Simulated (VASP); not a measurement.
Runs of VASP 6.6.1 on B5W. The structure is that of space group F-43m (No. 216), or close to it. The cells are those of the table. 

| task | cell | k mesh | cutoff (eV) | gap on the mesh (eV) | pressure (GPa) |
| --- | --- | --- | --- | --- | --- |
| relaxation of cell and atoms | relaxed from a = 4.204 Å, angles 60.0°, 6 atoms | 6 × 6 × 6 | 600 | none | 0.4 |
| single point | a = 4.015 Å, angles 60.0°, 6 atoms | 12 × 12 × 12 | 520 | none | (a) |
| single point | a = 4.015 Å, angles 60.0°, 6 atoms | 6 × 6 × 6 | 520 | none | 0.2 |
| single point | a = 4.204 Å, angles 60.0°, 6 atoms | 6 × 6 × 6 | 520 | none | -31.3 |
| relaxation of cell and atoms | relaxed from a = 4.015 Å, angles 60.0°, 6 atoms | 12 × 12 × 12 | 600 | none | 0.2 |

Alike in all rows: level PBE; potentials or basis VASP PAW PBE potentials, release 64 (B, W_sv); no spin polarisation; smearing gaussian 0.1 eV.

Fill in the values left out.

(a) 0.3.

Caveats: spin-orbit coupling is left out, which moves the levels of the heavy elements; the relaxation stopped at its first step, so nothing moved (some runs).

A k mesh can miss the band edges, and the runs leave out spin-orbit coupling on W.

A gap of «none» marks levels without a gap at the run's occupations.
